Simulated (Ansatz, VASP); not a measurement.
Two plane-wave programs on CdS

Contents of INCAR:

```
PREC = Accurate
ENCUT = 400
EDIFF = 1E-8
ISMEAR = -1
SIGMA = 0.02
LREAL = False
LASPH = True
NELM = 120
ALGO = Normal
ISIF = 2
LWAVE = False
LCHARG = False
GGA = PE
LEFG = True
NBANDS = 16
GGA_COMPAT = False
```

KPOINTS

```
Automatic mesh
0
Gamma
  7 7 7
```

The input POSCAR:

```
CdS
1.0
    0.0000000000      2.9429534649      2.8546648610
    2.9429534649      0.0000000000      2.8546648610
    2.9429534649      2.9429534649      0.0000000000
Cd S
1 1
Direct
    0.0000000000      0.0000000000      0.0000000000
    0.7500000000      0.7500000000      0.7500000000
```

Input for Ansatz:

```yaml
crystal:
  lattice:
    - [0.0, 2.9429534649, 2.854664861]
    - [2.9429534649, 0.0, 2.854664861]
    - [2.9429534649, 2.9429534649, 0.0]
  atoms:
    - { symbol: Cd, position: [0.0, 0.0, 0.0] }
    - { symbol: S, position: [0.75, 0.75, 0.75] }
kpoints:
  mp_grid: { grid: [7, 7, 7] }
scf:
  occupations: { method: fermi_dirac, width: 0.02 }
hamiltonian:
  xc: pbe
  pseudopotentials: { kind: paw }
output:
  forces: true
  stress: true
  eigenvalues: true
  efg: { contact_densities: true }
```

Change from the starting cell: zz strain of -3 %, PAW files.

Alike in both runs: task electric field gradients; functional PBE; k mesh 7 × 7 × 7; occupations fermi-dirac, width 0.02 eV; no spin polarisation.

|  | VASP | Ansatz |
| --- | --- | --- |
| version | VASP 6.6.1 | Ansatz 0.2.0 |
| potentials or method | VASP PAW PBE potentials, release 64 (Cd, S) | PAW with Ansatz's default frozen-core files, scalar-relativistic |
| plane-wave cutoff (eV) | 400 | 420 |
| valence electrons in the cell | 18 | 26 |

|  | VASP | Ansatz | Ansatz less VASP |
| --- | --- | --- | --- |
| gap on the k mesh at the Fermi level (eV) | 1.10 | 1.09 | -0.003 |
| pressure (GPa) | 3.0 | 3.0 | +0.05 |
| traceless stress, the component that is largest in VASP (GPa) | 0.30 | 0.31 | +0.009 |
| size of Vzz on the site where it differs most (V/Å²) | 9.6 | 10.1 | +0.53 |

With one functional, cell and mesh, what is left measures potentials, basis and numerics. VASP's potentials hold 18 valence electrons a cell and Ansatz's 26, so a difference there can come from the potentials and not from the codes.
